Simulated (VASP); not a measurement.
# BN (Amm2) in VASP: a series of runs

Runs on BN. Level: r2SCAN. Tasks: single point.

Everything below comes from runs of VASP 6.6.1. Logs are shortened: lines on timing, memory, paths and dates and some standing lists are left out, and cuts for length are marked.

## Step 1: The cell of the first run

It takes space group Amm2 (No. 38, orthorhombic). The conventional cell has a = 6.661 Å, b = 2.504 Å, c = 4.337 Å, α = 90.00°, β = 90.00°, γ = 90.00°. B (site symmetry mm2) has 3 N at 1.45 Å within 1.9 Å. B (site symmetry mm2) has 3 N at 1.35 to 1.50 Å within 1.8 Å. N (site symmetry mm2) has 3 B at 1.35 to 1.50 Å within 1.8 Å. N (site symmetry mm2) has 3 B at 1.45 Å within 1.9 Å.

## Step 2: Single point, r2SCAN (atom 3 (N) moved +0.100 Å towards its neighbour atom 2 (B) at 1.446 Å)

Contents of POSCAR:

```
BN
1.0
    2.5039917043      0.0000000000      0.0000000000
   -1.2519958522      2.1685204268      0.0000000000
    0.0000000000      0.0000000000      6.6612000000
B N
2 2
Direct
    0.3333333333      0.6666666667      0.2500000000
    0.6666666667      0.3333333333      0.7500000000
    0.2872189418      0.6436094709      0.7500000000
    0.6666666667      0.3333333333      0.2500000000
```

Contents of INCAR.step1:

```
SYSTEM = BN
PREC     = Accurate       ! precision mode
ENCUT    = 520            ! plane-wave cutoff, eV
ISMEAR   = 0              ! smearing method
SIGMA    = 0.05           ! smearing width, eV
LREAL    = .FALSE.        ! projectors in reciprocal space
LASPH    = .TRUE.         ! aspherical terms in the spheres
NELM     = 80             ! most SCF steps
NBANDS   = 16             ! bands
GGA      = PE             ! functional
ALGO     = Normal         ! electronic algorithm
EDIFF    = 1E-4           ! SCF threshold, eV
LWAVE    = .TRUE.         ! write WAVECAR
LCHARG   = .FALSE.        ! write CHGCAR
```

Contents of INCAR.step2:

```
SYSTEM = BN
PREC     = Accurate       ! precision mode
ENCUT    = 520            ! plane-wave cutoff, eV
EDIFF    = 1E-6           ! SCF threshold, eV
ISMEAR   = 0              ! smearing method
SIGMA    = 0.05           ! smearing width, eV
LREAL    = .FALSE.        ! projectors in reciprocal space
LASPH    = .TRUE.         ! aspherical terms in the spheres
NELM     = 80             ! most SCF steps
ALGO     = Normal         ! electronic algorithm
ISIF     = 2              ! what is computed and relaxed
LWAVE    = .FALSE.        ! write WAVECAR
LCHARG   = .FALSE.        ! write CHGCAR
METAGGA  = R2SCAN         ! meta-GGA
LMIXTAU  = .TRUE.       
NBANDS   = 16             ! bands
ISTART   = 1
```

Contents of KPOINTS:

```
regular mesh
0
G
  12 12 4
  0 0 0
```

Potentials or basis: VASP PAW PBE potentials, release 64 (B, N).

Launch:

```bash
$ cat potpaw_PBE.64/B/POTCAR potpaw_PBE.64/N/POTCAR > POTCAR
$ cp INCAR.step1 INCAR
$ mpirun -np 1 vasp_std > vasp.out
$ cp INCAR.step2 INCAR
$ mpirun -np 1 vasp_std > vasp.out
```

OUTCAR:

```text
SYSTEM = BN
   PREC = Accurate
   ENCUT = 520
   EDIFF = 1E-6
   ISMEAR = 0
   LREAL = .FALSE.
   LASPH = .TRUE.
   NELM = 80
   ISIF = 2
   METAGGA = R2SCAN
   ISTART = 1

 ion  position               nearest neighbor table
   1  0.333  0.667  0.250-   4 1.45   4 1.45   4 1.45
   2  0.667  0.333  0.750-   3 1.35   3 1.50   3 1.50
   3  0.287  0.644  0.750-   2 1.35   2 1.50   2 1.50
   4  0.667  0.333  0.250-   1 1.45   1 1.45   1 1.45

  LATTYP: Found a hexagonal cell.
 ALAT       =     2.5039917043
 C/A-ratio  =     2.6602324555

  Lattice vectors:

 A1 = (   2.5039917043,   0.0000000000,   0.0000000000)
 A2 = (  -1.2519958522,   2.1685204268,   0.0000000000)
 A3 = (   0.0000000000,   0.0000000000,   6.6612000000)

Analysis of symmetry for initial positions (statically):
=====================================================================
 Subroutine PRICEL returns:
 Original cell was already a primitive cell.

 Routine SETGRP: Setting up the symmetry group for a
 hexagonal supercell.

 Subroutine GETGRP returns: Found  4 space group operations
 (whereof  2 operations were pure point group operations)
 out of a pool of 24 trial point group operations.

The static configuration has the point symmetry C_1h.
 The point group associated with its full space group is C_2v.

Analysis of symmetry for dynamics (positions and initial velocities):
=====================================================================
 Subroutine PRICEL returns:
 Original cell was already a primitive cell.

 Routine SETGRP: Setting up the symmetry group for a
 hexagonal supercell.

 Subroutine GETGRP returns: Found  4 space group operations
 (whereof  2 operations were pure point group operations)
 out of a pool of 24 trial point group operations.

The dynamic configuration has the point symmetry C_1h.
 The point group associated with its full space group is C_2v.

 Subroutine INISYM returns: Found  4 space group operations
 (whereof  2 operations are pure point group operations),
 and found     1 'primitive' translations

----------------------------------------------------------------------------------------

                                     Primitive cell

  volume of cell :      36.1700

  direct lattice vectors                    reciprocal lattice vectors
     2.503991704  0.000000000  0.000000000     0.399362345  0.230571958  0.000000000
    -1.251995852  2.168520427  0.000000000     0.000000000  0.461143915  0.000000000
     0.000000000  0.000000000  6.661200000     0.000000000  0.000000000  0.150123101

  length of vectors
     2.503991704  2.503991704  6.661200000     0.461143915  0.461143915  0.150123101

  position of ions in fractional coordinates (direct lattice)
     0.333333333  0.666666667  0.250000000
     0.666666667  0.333333333  0.750000000
     0.287218942  0.643609471  0.750000000
     0.666666667  0.333333333  0.250000000

  ion indices of the primitive-cell ions
   primitive index   ion index
                 1           1
                 2           2
                 3           3
                 4           4

----------------------------------------------------------------------------------------

 KPOINTS: regular mesh

Automatic generation of k-mesh.
 Grid dimensions read from file:
 generate k-points for:   12   12    4

 Generating k-lattice:

  Cartesian coordinates                     Fractional coordinates (reciprocal lattice)
     0.033280195  0.019214330  0.000000000     0.083333333 -0.000000000  0.000000000
     0.000000000  0.038428660  0.000000000     0.000000000  0.083333333  0.000000000
     0.000000000  0.000000000  0.037530775     0.000000000  0.000000000  0.250000000

  Length of vectors
     0.038428660  0.038428660  0.037530775

  Shift w.r.t. Gamma in fractional coordinates (k-lattice)
     0.000000000  0.000000000  0.000000000

 Subroutine IBZKPT returns following result:
 ===========================================

 Found    129 irreducible k-points:

 Following reciprocal coordinates:
            Coordinates               Weight
  0.000000  0.000000  0.000000      1.000000
  0.083333  0.000000  0.000000      2.000000
  0.000000  0.083333  0.000000      4.000000
  0.166667  0.000000  0.000000      2.000000
  0.000000  0.166667  0.000000      4.000000
  0.250000  0.000000  0.000000      2.000000
[... 16 lines left out ...]
 -0.083333  0.416667  0.000000      4.000000
 -0.416667  0.333333  0.000000      4.000000
 [... further k-points ...]
   k-points           NKPTS =    129   k-points in BZ     NKDIM =    129   number of bands    NBANDS=     16
   number of dos      NEDOS =    301   number of ions     NIONS =      4
   total plane-waves  NPLWV =  20000
   dimension x,y,z NGX =    20 NGY =   20 NGZ =   50
   dimension x,y,z NGXF=    40 NGYF=   40 NGZF=  100
   ions per type =               2   2
   NGX,Y,Z   is equivalent  to a cutoff of  13.28, 13.28, 12.48 a.u.
   NGXF,Y,Z  is equivalent  to a cutoff of  26.56, 26.56, 24.96 a.u.
 SYSTEM =  BN
   PREC   = accura    normal or accurate (medium, high low for compatibility)
   ISTART =      1    job   : 0-new  1-cont  2-samecut
   ICHARG =      0    charge: 1-file 2-atom 10-const
   ISPIN  =      1    spin polarized calculation?
   LNONCOLLINEAR =      F non collinear calculations
   LSORBIT =      F    spin-orbit coupling
   LASPH  =      T    aspherical Exc in radial PAW
   ENCUT  =  520.0 eV  38.22 Ry    6.18 a.u.   4.66  4.66 12.39*2*pi/ulx,y,z
   NELM   =     80;   NELMIN=  2; NELMDL=  0     # of ELM steps
   EDIFF  = 0.1E-05   stopping-criterion for ELM
   LREAL  =      F    real-space projection
[... 7 lines left out ...]
   TEBEG  =    0.0;   TEEND  =   0.0 temperature during run
   PSTRESS=    0.0 pullay stress
   NELECT =      16.0000    total number of electrons
   NUPDOWN=      -1.0000    fix difference up-down
   EMIN   =  10.00;   EMAX   =-10.00  energy-range for DOS
   EFERMI =   0.00;   METHOD = LEGACY
   ISMEAR =     0;   SIGMA  =   0.05  broadening in eV -4-tet -1-fermi 0-gaus
   EFERMI_NEDOS =   21; number of points for ismear=-14 and -15
   IALGO  =     38    algorithm
   IMIX   =      4    mixing-type and parameters
     AMIX     =   0.40;   BMIX     =  1.00
     AMIX_MAG =   1.60;   BMIX_MAG =  1.00
  volume/ion in A,a.u.               =       9.04        61.02
  Fermi-wavevector in a.u.,A,eV,Ry     =   1.247379  2.357205 21.170055  1.555955
  Thomas-Fermi vector in A             =   2.381514
   LORBIT       =      0    0 simple, 1 ext, 2 COOP (PROOUT), +10 PAW based schemes
   METAGGA = R2SCAN    functional components
   LHFCALC =     F    Hartree Fock is set to
   AEXX    =    0.0000 exact exchange contribution
   IVDW    =     0    specifies the selected vdW correction
   LEPSILON=     F    determine dielectric tensor
   LRPA    =     F    only Hartree local field effects (RPA)
 non-spin polarized calculation
 Gauss-broadening in eV      SIGMA  =   0.05
  energy-cutoff  :      520.00
  volume of cell :       36.17
 maximum number of plane-waves:       992
   NGX =  9   NGY =  9   NGZ = 25

 number of electron      15.9999998 magnetization

 Free energy of the ion-electron system (eV)
  ---------------------------------------------------
  ext. energy  EPLUGINS =         0.00000000
  ---------------------------------------------------
  free energy    TOTEN  =       -38.36311837 eV

  energy without entropy =      -38.36311837  energy(sigma->0) =      -38.36311837

 E-fermi :   2.2415     XC(G=0): -10.7133

 val. band max:        1.9855254758   @ k =   0.3333   0.3333   0.2500
 cond. band min:       6.6604786058   @ k =   0.5000   0.0000   0.2500
 fundamental gap:      4.6749531300
 Fermi energy:         2.2414637114

 k-point     1 :       0.0000    0.0000    0.0000
  band No.  band energies     occupation
      1     -16.8112      2.00000
      2     -16.5277      2.00000
      3      -4.3863      2.00000
      4      -2.2356      2.00000
      5      -0.5197      2.00000
      6       0.6418      2.00000
[... 8 lines left out ...]
     15      16.1394      0.00000
     16      16.3288      0.00000

 k-point     2 :       0.0833    0.0000    0.0000
  band No.  band energies     occupation
      1     -16.6723      2.00000
      2     -16.3935      2.00000
      3      -4.1903      2.00000
      4      -2.0579      2.00000
      5      -0.9934      2.00000
      6       0.0534      2.00000
[... 8 lines left out ...]
     15      15.7297      0.00000
     16      16.2812      0.00000

 k-point     3 :       0.0000    0.0833    0.0000
  band No.  band energies     occupation
      1     -16.6692      2.00000
      2     -16.3901      2.00000
      3      -4.1939      2.00000
      4      -2.0626      2.00000
      5      -0.8309      2.00000
      6       0.0526      2.00000
[... 8 lines left out ...]
     15      15.7856      0.00000
     16      16.6281      0.00000

 k-point     4 :       0.1667    0.0000    0.0000
  band No.  band energies     occupation
      1     -16.2642      2.00000
      2     -15.9987      2.00000
      3      -3.6085      2.00000
      4      -2.2325      2.00000
      5      -1.5352      2.00000
      6      -1.4313      2.00000
[... 8 lines left out ...]
     15      16.6635      0.00000
     16      17.1184      0.00000
[... 324 lines left out ...]
 k-point    22 :       0.3333    0.0833    0.0000
  band No.  band energies     occupation
      1     -14.3155      2.00000
      2     -14.1133      2.00000
      3      -6.2103      2.00000
      4      -5.9280      2.00000
      5      -2.3485      2.00000
      6      -1.7492      2.00000
[... 8 lines left out ...]
     15      18.0640      0.00000
     16      21.3341      0.00000

 k-point    23 :      -0.0833    0.4167    0.0000
  band No.  band energies     occupation
      1     -14.2293      2.00000
      2     -14.0515      2.00000
      3      -5.9507      2.00000
      4      -5.8037      2.00000
      5      -2.5338      2.00000
      6      -2.3407      2.00000
[... 8 lines left out ...]
     15      18.2249      0.00000
     16      21.8115      0.00000

 k-point    24 :      -0.4167    0.3333    0.0000
  band No.  band energies     occupation
      1     -14.2457      2.00000
      2     -14.0722      2.00000
      3      -5.9501      2.00000
      4      -5.8073      2.00000
      5      -2.4928      2.00000
      6      -2.3380      2.00000
[... 8 lines left out ...]
     15      18.2375      0.00000
     16      21.6811      0.00000

 [... further k-points ...]
[... 5 lines left out ...]
  --------------------------------------------------------------------------------------
  -------------------------------------------------------------------------------------
  Total        1.3028852     -0.1555551      0.1287946      1.2630463      0.0000000      0.0000000
  in kB       57.7122288     -6.8904246      5.7050479     55.9475390      0.0000000      0.0000000
  external PRESSURE =      18.8422841 kB  Pullay stress =       0.0000000 kB

 VOLUME and BASIS-vectors are now :
 -----------------------------------------------------------------------------
  energy-cutoff  :      520.00
  volume of cell :       36.17
      direct lattice vectors                 reciprocal lattice vectors
     2.503991704  0.000000000  0.000000000     0.399362345  0.230571958  0.000000000
    -1.251995852  2.168520427  0.000000000     0.000000000  0.461143915  0.000000000
     0.000000000  0.000000000  6.661200000     0.000000000  0.000000000  0.150123101

 POSITION                                       TOTAL-FORCE (eV/Angst)
 -----------------------------------------------------------------------------------
     -0.00000      1.44568      1.66530        -0.000635     -0.000367      0.000000
      1.25200      0.72284      4.99590        -4.192132     -2.420328      0.000000
     -0.08660      1.39568      4.99590         4.202735      2.426450      0.000000
      1.25200      0.72284      1.66530        -0.009968     -0.005755      0.000000
 -----------------------------------------------------------------------------------
    total drift:                               -0.000003     -0.000002     -0.000000

  FREE ENERGIE OF THE ION-ELECTRON SYSTEM (eV)
  ---------------------------------------------------
  free  energy   TOTEN  =       -38.3631183731 eV

  energy  without entropy=      -38.3631183731  energy(sigma->0) =      -38.36311837
```

It took 2.3 min on 1 thread of Intel Xeon Platinum 8488C (Sapphire Rapids), shared host; peak memory 0.19 GiB.

Results:

| Item | Value |
| --- | --- |
| Free energy | -38.3631 eV |
| Pressure | 1.9 GPa |
| Largest force | 4.853 eV/Å |
| Band gap on the k mesh | 4.67 eV, indirect (least direct gap 5.10 eV) |

Forces on the atoms (eV/Å):
```
B   -0.001  0.000  0.000
B   -4.192 -2.420  0.000
N    4.203  2.426  0.000
N   -0.010 -0.006  0.000
```

Stress tensor (GPa, compression positive):
```
 5.77  5.59  0.00
 5.59 -0.69  0.00
 0.00  0.00  0.57
```

Caveat: the cell differs from its parent crystal (atom 3 (N) moved +0.100 Å towards its neighbour atom 2 (B) at 1.446 Å); the PAW data sets were made with another functional, which shifts forces and pressure a little. A k mesh can miss the band edges.

## Step 3: Single point, r2SCAN (atom 3 (N) moved -0.067 Å towards its neighbour atom 2 (B) at 1.446 Å)

POSCAR, as its differences from that of step 2:

```diff
@@ -10,3 +10,3 @@
     0.6666666667      0.3333333333      0.7500000000
-    0.2872189418      0.6436094709      0.7500000000
+    0.3640916325      0.6820458162      0.7500000000
     0.6666666667      0.3333333333      0.2500000000
```

Contents of INCAR.step1:

```
PREC = Accurate ; ENCUT = 520
ISMEAR = 0 ; SIGMA = 0.05
LREAL = False ; LASPH = True
NELM = 80 ; NBANDS = 16
GGA = PE ; ALGO = Normal
EDIFF = 1E-4 ; LWAVE = True
LCHARG = False
```

Contents of INCAR.step2:

```
PREC = Accurate ; ENCUT = 520
EDIFF = 1E-7 ; ISMEAR = 0
SIGMA = 0.05 ; LREAL = False
LASPH = True ; NELM = 80
ALGO = Normal ; ISIF = 2
LWAVE = False ; LCHARG = True
METAGGA = R2SCAN ; LMIXTAU = True
LELF = True ; LVHAR = True
NBANDS = 16 ; ISTART = 1
```

Contents of KPOINTS:

```
Automatic mesh
0
Gamma
  12 12 4
```

Potentials or basis: VASP PAW PBE potentials, release 64 (B, N).

Launch:

```bash
$ cat potpaw_PBE.64/B/POTCAR potpaw_PBE.64/N/POTCAR > POTCAR
$ cp INCAR.step1 INCAR
$ mpirun -np 1 vasp_std > vasp.out
$ cp INCAR.step2 INCAR
$ mpirun -np 1 vasp_std > vasp.out
```

Run time: 2.8 min. Hardware: 1 thread of Intel Xeon Platinum 8488C (Sapphire Rapids), shared host; peak memory 0.19 GiB.

The run converged. Its results:

```
Free energy            : -38.5074 eV
Pressure               : 0.6 GPa
Largest force          : 2.481 eV/Å
Band gap on the k mesh : 4.83 eV, indirect (least direct gap 5.25 eV)
```

Forces on the atoms (eV/Å):
```
B    0.001  0.001  0.000
B    2.144  1.238  0.000
N   -2.148 -1.240  0.000
N    0.003  0.002  0.000
```

Stress tensor (GPa, compression positive):
```
-1.08 -2.82  0.00
-2.82  2.17  0.00
 0.00  0.00  0.57
```

Levels at points of the mesh, in eV from the valence-band top:
```tsv
k point	band 6	band 7	band 8	band 9	band 10	band 11
(0.00, 0.00, 0.00)	-1.33	-1.33	-0.51	5.62	11.05	11.30
(0.50, 0.00, 0.00)	-4.25	-1.61	-0.48	4.95	6.77	10.14
(0.00, 0.50, 0.00)	-3.98	-1.36	-0.42	4.83	6.14	10.19
(0.00, 0.00, 0.50)	-1.33	-1.33	-0.51	8.09	8.09	11.34
(0.50, 0.00, 0.50)	-4.25	-1.17	-0.92	5.35	5.88	10.53
(0.00, 0.50, 0.50)	-3.99	-0.91	-0.81	5.11	5.35	10.56
```

Caveat: the cell differs from its parent crystal (atom 3 (N) moved -0.067 Å towards its neighbour atom 2 (B) at 1.446 Å); the PAW data sets were made with another functional, which shifts forces and pressure a little.

[end of part 1 of 2]
